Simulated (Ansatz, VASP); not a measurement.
One calculation of MoS, two programs

```xyz
2
Lattice="0.0000 2.7373 2.7373 2.7373 0.0000 2.7373 2.7373 2.7373 0.0000" Properties=species:S:1:pos:R:3 pbc="T T T"
Mo    0.0000    0.0000    0.0000
S     2.7373    2.7373    2.7373
```

Alike in both runs: task relaxation of cell and atoms; functional PBE; k mesh 14 × 14 × 14; occupations gaussian, width 0.1 eV; no spin polarisation; Hubbard terms Mo d U = 4.38 eV.

```csv
,VASP,Ansatz
version,VASP 6.6.1,Ansatz 0.2.0
potentials or method,"VASP PAW PBE potentials, release 64 (Mo_sv, S), cutoff 600 eV","scalar-relativistic, plane waves, PAW"
valence electrons in the cell,20,20
```

```csv
,VASP,Ansatz,Ansatz less VASP
"gap on the k mesh at the Fermi level, each at its own relaxed structure (eV)",none,none,-
relaxed volume (Å³/atom),15.74,15.76,+0.023
relaxed cell length with the largest relative difference (Å),3.544,3.546,+0.0017
```

The programs project onto different local orbitals, so the same U acts differently, and such runs can settle in different states. A gap of «none» marks a metal or a gap that the smearing closes. Ansatz's warnings: filled band counts differ across k points.

Noted on VASP's run: the volume moved by over 15 % at a fixed basis, so the end points are rough.
